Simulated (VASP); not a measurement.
# Sn4H (I4/mmm) in VASP: single point with PBE

Aim: the single point of Sn4H with PBE.

All numbers are computed with VASP 6.6.1; they aren't measurements. Logs are shortened: lines on timing, memory, paths and dates and some standing lists are left out, and cuts for length are marked.

## Step 1: The cell of the first run

The structure is tetragonal, space group I4/mmm (No. 139). The conventional cell has a = 4.488 Å, b = 4.488 Å, c = 12.248 Å, α = 90.00°, β = 90.00°, γ = 90.00°. Within 4.0 Å of Sn (site symmetry -4m2) lie 6 Sn at 3.06 to 3.17 Å and 4 H at 3.80 Å. Within 3.2 Å of Sn (site symmetry mmm) lie 2 H at 2.24 Å and 6 Sn at 3.06 to 3.17 Å. H (site symmetry 4/mmm) has 4 Sn at 2.24 Å within 3.0 Å.

The cell was generated, and may not be a known phase.

## Step 2: Single point, PBE

INCAR reads:

```
  PREC = Accurate
  ENCUT = 520
  EDIFF = 1E-6
  ISMEAR = 0
  SIGMA = 0.1
  LREAL = F
  LASPH = T
  NELM = 80
  ALGO = Normal
  ISIF = 2
  LWAVE = F
  LCHARG = F
  GGA = PE
  NBANDS = 36
```

KPOINTS reads:

```
Automatic mesh
0
Gamma
  10 10 10
```

POSCAR reads:

```
Sn4H
1.0
   -2.2440296930      2.2440296930      6.1237915855
    2.2440296930     -2.2440296930      6.1237915855
    2.2440296930      2.2440296930     -6.1237915855
Sn H
4 1
Direct
    0.7500000000      0.2500000000      0.5000000000
    0.2500000000      0.7500000000      0.5000000000
    0.5000000000      0.0000000000      0.5000000000
    0.0000000000      0.5000000000      0.5000000000
    0.0000000000      0.0000000000      0.0000000000
```

Potentials or basis: VASP PAW PBE potentials, release 64 (Sn_d, H).

Run with:

```
cat potpaw_PBE.64/Sn_d/POTCAR potpaw_PBE.64/H/POTCAR > POTCAR
mpirun -np 1 vasp_std > vasp.out
```

OUTCAR:

```text
PREC = Accurate
   ENCUT = 520
   EDIFF = 1E-6
   ISMEAR = 0
   LREAL = F
   LASPH = T
   NELM = 80
   ISIF = 2
   GGA = PE

 ion  position               nearest neighbor table
   1  0.750  0.250  0.500-   3 3.06   4 3.06   2 3.17   2 3.17   2 3.17   2 3.17
   2  0.250  0.750  0.500-   3 3.06   4 3.06   1 3.17   1 3.17   1 3.17   1 3.17
   3  0.500  0.000  0.500-   5 2.24   5 2.24   1 3.06   2 3.06   4 3.17   4 3.17   4 3.17   4 3.17

   4  0.000  0.500  0.500-   5 2.24   5 2.24   1 3.06   2 3.06   3 3.17   3 3.17   3 3.17   3 3.17

   5  0.000  0.000  0.000-   3 2.24   4 2.24   4 2.24   3 2.24

  LATTYP: Found a body centered tetragonal cell.
 ALAT       =     4.4880593860
 C/A-ratio  =     2.7289262725

  Lattice vectors:

 A1 = (  -2.2440296930,   2.2440296930,   6.1237915855)
 A2 = (   2.2440296930,  -2.2440296930,   6.1237915855)
 A3 = (   2.2440296930,   2.2440296930,  -6.1237915855)

Analysis of symmetry for initial positions (statically):
=====================================================================
 Subroutine PRICEL returns:
 Original cell was already a primitive cell.

 Routine SETGRP: Setting up the symmetry group for a
 body centered tetragonal supercell.

 Subroutine GETGRP returns: Found 16 space group operations
 (whereof 16 operations were pure point group operations)
 out of a pool of 16 trial point group operations.

The static configuration has the point symmetry D_4h.

Analysis of symmetry for dynamics (positions and initial velocities):
=====================================================================
 Subroutine PRICEL returns:
 Original cell was already a primitive cell.

 Routine SETGRP: Setting up the symmetry group for a
 body centered tetragonal supercell.

 Subroutine GETGRP returns: Found 16 space group operations
 (whereof 16 operations were pure point group operations)
 out of a pool of 16 trial point group operations.

The dynamic configuration has the point symmetry D_4h.

 Subroutine INISYM returns: Found 16 space group operations
 (whereof 16 operations are pure point group operations),
 and found     1 'primitive' translations

----------------------------------------------------------------------------------------

                                     Primitive cell

  volume of cell :     123.3496

  direct lattice vectors                    reciprocal lattice vectors
[... 87 lines left out ...]
   ISPIN  =      1    spin polarized calculation?
   LNONCOLLINEAR =      F non collinear calculations
   LSORBIT =      F    spin-orbit coupling
   LASPH  =      T    aspherical Exc in radial PAW
   ENCUT  =  520.0 eV  38.22 Ry    6.18 a.u.  12.82 12.82 12.82*2*pi/ulx,y,z
   NELM   =     80;   NELMIN=  2; NELMDL= -5     # of ELM steps
   EDIFF  = 0.1E-05   stopping-criterion for ELM
   LREAL  =      F    real-space projection
[... 7 lines left out ...]
   TEBEG  =    0.0;   TEEND  =   0.0 temperature during run
   PSTRESS=    0.0 pullay stress
   NELECT =      57.0000    total number of electrons
   NUPDOWN=      -1.0000    fix difference up-down
   EMIN   =  10.00;   EMAX   =-10.00  energy-range for DOS
   EFERMI =   0.00;   METHOD = LEGACY
   ISMEAR =     0;   SIGMA  =   0.10  broadening in eV -4-tet -1-fermi 0-gaus
   EFERMI_NEDOS =   21; number of points for ismear=-14 and -15
   IALGO  =     38    algorithm
   IMIX   =      4    mixing-type and parameters
     AMIX     =   0.40;   BMIX     =  1.00
     AMIX_MAG =   1.60;   BMIX_MAG =  1.00
  volume/ion in A,a.u.               =      24.67       166.48
  Fermi-wavevector in a.u.,A,eV,Ry     =   1.265670  2.391770 21.795462  1.601921
  Thomas-Fermi vector in A             =   2.398911
   LORBIT       =      0    0 simple, 1 ext, 2 COOP (PROOUT), +10 PAW based schemes
   GGA     = PE    functional components
   LHFCALC =     F    Hartree Fock is set to
   AEXX    =    0.0000 exact exchange contribution
   IVDW    =     0    specifies the selected vdW correction
   LEPSILON=     F    determine dielectric tensor
   LRPA    =     F    only Hartree local field effects (RPA)
 non-spin polarized calculation
 Gauss-broadening in eV      SIGMA  =   0.10
  energy-cutoff  :      520.00
  volume of cell :      123.35
 maximum number of plane-waves:      3355
 NGX is ok and might be reduce to    54
   NGX = 25   NGY = 25   NGZ = 25

 number of electron      57.0000007 magnetization

 Free energy of the ion-electron system (eV)
  ---------------------------------------------------
  ext. energy  EPLUGINS =         0.00000000
  ---------------------------------------------------
  free energy    TOTEN  =       -17.57392232 eV

  energy without entropy =      -17.56179905  energy(sigma->0) =      -17.56786068

 E-fermi :   6.6363     XC(G=0):  -9.7981

 val. band max:        6.6217133615   @ k =  -0.4000  -0.4000   0.4000
 cond. band min:       6.6476525532   @ k =  -0.3000  -0.3000   0.1000
 fundamental gap:      0.0259391917
 Fermi energy:         6.6362760515

 k-point     1 :       0.0000    0.0000    0.0000
  band No.  band energies     occupation
      1     -15.0111      2.00000
      2     -14.9920      2.00000
      3     -14.9127      2.00000
      4     -14.8667      2.00000
      5     -14.8140      2.00000
      6     -14.8140      2.00000
[... 925 lines left out ...]
     35      12.6389      0.00000
     36      12.9062      0.00000

 [... further k-points ...]

------------------------ aborting loop because EDIFF is reached ----------------------------------------

  FORCE on cell =-STRESS in cart. coord.  units (eV):
  Direction    XX          YY          ZZ          XY          YZ          ZX
  --------------------------------------------------------------------------------------
  -------------------------------------------------------------------------------------
  Total       -0.0519367     -0.0519367     -0.0677139      0.0000000      0.0000000      0.0000000
  in kB       -0.6746012     -0.6746012     -0.8795302      0.0000000      0.0000000      0.0000000
  external PRESSURE =      -0.7429109 kB  Pullay stress =       0.0000000 kB

 VOLUME and BASIS-vectors are now :
 -----------------------------------------------------------------------------
  energy-cutoff  :      520.00
  volume of cell :      123.35
      direct lattice vectors                 reciprocal lattice vectors
    -2.244029693  2.244029693  6.123791586     0.000000000  0.222813451  0.081648762
     2.244029693 -2.244029693  6.123791586     0.222813451  0.000000000  0.081648762
     2.244029693  2.244029693 -6.123791586     0.222813451  0.222813451  0.000000000

 POSITION                                       TOTAL-FORCE (eV/Angst)
 -----------------------------------------------------------------------------------
      0.00000      2.24403      3.06190         0.000000     -0.000000      0.000000
      2.24403      0.00000      3.06190        -0.000000      0.000000     -0.000000
      0.00000      2.24403      0.00000        -0.000000      0.000000      0.000000
      2.24403      0.00000      0.00000        -0.000000      0.000000      0.000000
      0.00000      0.00000      0.00000        -0.000000      0.000000      0.000000
 -----------------------------------------------------------------------------------
    total drift:                                0.000000      0.000000      0.000000

  FREE ENERGIE OF THE ION-ELECTRON SYSTEM (eV)
  ---------------------------------------------------
  free  energy   TOTEN  =       -17.5739223154 eV

  energy  without entropy=      -17.5617990516  energy(sigma->0) =      -17.56786068
```

OSZICAR:

```text
N       E                     dE             d eps       ncg     rms          rms(c)
DAV:   1     0.552941451608E+03    0.55294E+03   -0.28398E+04  7408   0.236E+03
DAV:   2     0.579219597564E+02   -0.49502E+03   -0.48814E+03  7344   0.581E+02
DAV:   3    -0.142418642134E+02   -0.72164E+02   -0.71046E+02  8192   0.195E+02
DAV:   4    -0.176932827336E+02   -0.34514E+01   -0.34319E+01  8472   0.465E+01
DAV:   5    -0.177949034441E+02   -0.10162E+00   -0.10157E+00  9864   0.803E+00    0.376E+00
DAV:   6    -0.175859497758E+02    0.20895E+00   -0.33476E-01  8808   0.410E+00    0.197E+00
DAV:   7    -0.175703905859E+02    0.15559E-01   -0.23900E-01  8388   0.584E+00    0.608E-01
DAV:   8    -0.175729999358E+02   -0.26093E-02   -0.44410E-02  8108   0.166E+00    0.265E-01
DAV:   9    -0.175737410888E+02   -0.74115E-03   -0.33730E-03  9456   0.392E-01    0.746E-02
DAV:  10    -0.175739045547E+02   -0.16347E-03   -0.28786E-04  8368   0.145E-01    0.258E-02
DAV:  11    -0.175739238628E+02   -0.19308E-04   -0.42137E-05  9212   0.465E-02    0.514E-03
DAV:  12    -0.175739226662E+02    0.11966E-05   -0.58405E-06  7860   0.230E-02    0.151E-03
DAV:  13    -0.175739223154E+02    0.35080E-06   -0.80471E-07  5188   0.608E-03
   1 F= -.17573922E+02 E0= -.17567861E+02  d E =-.121233E-01
```

It took 11 min on 1 thread of Intel Xeon Platinum 8488C (Sapphire Rapids), shared host; peak memory 0.58 GiB.

What came out:

| Property | Result |
| --- | --- |
| Free energy | -17.5739 eV |
| Pressure | -0.1 GPa |
| Band gap on the k mesh | zero (an odd number of electrons rules out a gap without spin polarisation) |

Levels at points of the mesh, in eV from the Fermi level:
```tsv
k point	band 26	band 27	band 28	band 29	band 30	band 31
(0.00, 0.00, 0.00)	-1.56	-1.56	-1.16	-1.16	-1.09	3.66
(0.50, 0.00, 0.00)	-1.26	-0.87	-0.04	0.25	0.74	1.71
(0.50, 0.50, 0.00)	-3.99	-3.31	-2.22	-2.22	2.25	2.26
(0.50, 0.50, 0.50)	-1.77	-1.41	-0.20	-0.20	0.08	0.08
```

Caveat: spin-orbit coupling is left out, which moves the levels of the heavy elements.

The gap in the log of VASP goes by the Fermi energy; the results here count the filled bands.